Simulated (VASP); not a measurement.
A run of VASP 6.6.1 is set up as follows.

Contents of INCAR:

```
PREC = Accurate
ENCUT = 520
EDIFF = 1E-6
ISMEAR = -1
SIGMA = 0.06122561905347299
LREAL = F
LASPH = T
NELM = 60
ALGO = Normal
ISIF = 2
LWAVE = F
LCHARG = F
GGA = PE
NBANDS = 18
```

The input KPOINTS:

```
Automatic mesh
0
Gamma
  15 15 15
```

The input POSCAR:

```
LiO3
1.0
    3.5115794026      0.0000000000      0.0000000000
    0.0000000000      3.5115794026      0.0000000000
    0.0000000000      0.0000000000      3.5115794026
Li O
1 3
Direct
    0.0000000000      0.0000000000      0.0000000000
    0.5000000000      0.0000000000      0.0000000000
    0.0000000000      0.5000000000      0.0000000000
    0.0000000000      0.0000000000      0.5000000000
```

Potentials or basis: VASP PAW PBE potentials, release 64 (Li_sv, O).

Command:

```console
$ cat potpaw_PBE.64/Li_sv/POTCAR potpaw_PBE.64/O/POTCAR > POTCAR
$ mpirun -np 1 vasp_std > vasp.out
```

(1) What does it give for the band gap on the k mesh?

## Answers

(1) zero (an odd number of electrons rules out a gap without spin polarisation).

Caveat: an odd number of electrons without spin polarisation forces a metal; a magnetic or distorted state may lie lower.
